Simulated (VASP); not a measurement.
The system is ZnS2.

```
Zn S
1.0
     5.94543    0.00000    0.00000
     0.00000    5.94543    0.00000
     0.00000    0.00000    5.94543
Zn S
4 8
Direct
  0.50000 0.50000 0.00000
  0.50000 0.00000 0.50000
  0.00000 0.50000 0.50000
  0.00000 0.00000 0.00000
  0.10025 0.89975 0.39975
  0.89975 0.39975 0.10025
  0.39975 0.10025 0.89975
  0.60025 0.60025 0.60025
  0.89975 0.10025 0.60025
  0.10025 0.60025 0.89975
  0.60025 0.89975 0.10025
  0.39975 0.39975 0.39975
```

| Property | Result |
| --- | --- |
| Program | VASP 6.6.1 |
| Task | relaxation of cell and atoms |
| Functional | PBEsol |
| Potentials or basis | VASP PAW PBE potentials, release 64 (Zn, S) |
| Cutoff | 600 eV |
| k mesh | 6 × 6 × 6 |
| Occupations | gaussian, width 0.02 eV |
| Spin | no spin polarisation |

At the start: pressure -1.9 GPa; volume 17.51 Å³/atom.

**Question.** How do energy, volume and symmetry change on relaxing?

**Answer.** Over 5 steps the energy falls by 3.4 meV/atom and the volume is 17.04 Å³/atom (-2.7 %); space group Pa-3 (No. 205, to 0.1 Å) before and after.

The path:
```csv
step,energy change (eV),largest force (eV/Å),pressure (GPa),volume (Å³)
1,0.0000,0.1606,-1.87,210.16
2,-0.0383,0.1358,0.39,203.99
3,-0.0386,0.1382,0.22,204.43
4,-0.0404,0.0755,-0.07,204.53
5,-0.0412,0.0004,0.03,204.49
```

Final structure:
```yaml
crystal:
  lattice:
    - [5.89151, 0.00000, 0.00000]
    - [0.00000, 5.89151, 0.00000]
    - [0.00000, 0.00000, 5.89151]
  atoms:
    - { symbol: Zn, position: [0.50000, 0.50000, 0.00000] }
    - { symbol: Zn, position: [0.50000, 0.00000, 0.50000] }
    - { symbol: Zn, position: [0.00000, 0.50000, 0.50000] }
    - { symbol: Zn, position: [0.00000, 0.00000, 0.00000] }
    - { symbol: S, position: [0.10141, 0.89859, 0.39859] }
    - { symbol: S, position: [0.89859, 0.39859, 0.10141] }
    - { symbol: S, position: [0.39859, 0.10141, 0.89859] }
    - { symbol: S, position: [0.60141, 0.60141, 0.60141] }
    - { symbol: S, position: [0.89859, 0.10141, 0.60141] }
    - { symbol: S, position: [0.10141, 0.60141, 0.89859] }
    - { symbol: S, position: [0.60141, 0.89859, 0.10141] }
    - { symbol: S, position: [0.39859, 0.39859, 0.39859] }
```

Caveat: the PAW data sets were made with another functional, which shifts forces and pressure a little.
